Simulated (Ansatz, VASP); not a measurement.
## K2IF: VASP beside Ansatz

File INCAR:

```
SYSTEM = K2IF
PREC = Accurate ; ENCUT = 520
EDIFF = 1E-6 ; ISMEAR = -1
SIGMA = 0.02 ; LREAL = .False.
LASPH = .True. ; NELM = 80
ALGO = Normal ; ISIF = 2
LWAVE = .False. ; LCHARG = .True.
GGA = PE ; LELF = .True.
LVHAR = .True. ; NBANDS = 24
```

File KPOINTS:

```
Automatic mesh
0
Gamma
  8 8 8
  0 0 0
```

POSCAR

```
K2IF
1.0
    2.2198596768      1.2816365820      7.3061008809
   -2.2198596768      1.2816365820      7.3061008809
    0.0000000000     -2.5632731640      7.3061008809
F I K
1 1 2
Direct
    1.0000000000      0.0000000000      0.0000000000
    0.5000000000      0.5000000000      0.5000000000
    0.2719797672      0.2719797672      0.2719797672
    0.7280202328      0.7280202328      0.7280202328
```

Input for Ansatz:

```yaml
crystal:
  lattice:
    - [2.2198596768, 1.281636582, 7.3061008809]
    - [-2.2198596768, 1.281636582, 7.3061008809]
    - [0.0, -2.563273164, 7.3061008809]
  atoms:
    - { symbol: F, position: [1.0, 0.0, 0.0] }
    - { symbol: I, position: [0.5, 0.5, 0.5] }
    - { symbol: K, position: [0.2719797672, 0.2719797672, 0.2719797672] }
    - { symbol: K, position: [0.7280202328, 0.7280202328, 0.7280202328] }
kpoints:
  mp_grid: { grid: [8, 8, 8] }
  band_path:
    path:
      - [0.0, 0.0, 0.0]
      - [0.5, 0.5, 0.5]
      - [0.8137536056, 0.1862463944, 0.5]
      - [0.5, -0.1862463944, 0.1862463944]
      - [0.5, 0.0, 0.0]
      - [0.3431231972, -0.3431231972, 0.0]
      - [0.6568768028, 0.0, 0.3431231972]
      - [0.5, 0.0, 0.5]
    npoints: 1
hamiltonian:
  xc: pbe
scf:
  occupations: { method: fermi_dirac, width: 0.02 }
  n_extra_bands: 5
output:
  forces: true
  stress: true
  eigenvalues: true
  write_density: true
  write_potential: true
  elf: true
  volumetric_format: npy
```

Change from the starting cell: biaxial_xy strain +2.4%.

Alike in both runs: task single point; functional PBE; k mesh 8 × 8 × 8; occupations fermi-dirac, width 0.02 eV; no spin polarisation.

```csv
,VASP,Ansatz
version,VASP 6.6.1,Ansatz 0.2.0
potentials or method,"VASP PAW PBE potentials, release 64 (F, I, K_sv)","plane waves, PAW"
plane-wave cutoff (eV),520,420
valence electrons in the cell,32,42
```

VASP gave:

```
gap on the k mesh at the Fermi level (eV)                     : 3.16
pressure (GPa)                                                : 0.0
traceless stress, the component that is largest in VASP (GPa) : 0.34
rms of the force components (eV/Å)                            : 0.029
```

Problem. Which values does Ansatz return?

Solution. gap on the k mesh at the Fermi level (eV): 3.16; pressure (GPa): 0.0; traceless stress, the component that is largest in VASP (GPa): 0.33; rms of the force components (eV/Å): 0.029.

Atom by atom the forces differ by 0.000 eV/Å (rms over components). With one functional, cell and mesh, what is left measures potentials, basis and numerics. VASP's potentials hold 32 valence electrons a cell and Ansatz's 42, so a difference there can come from the potentials and not from the codes.

Neither program's run includes spin-orbit coupling.
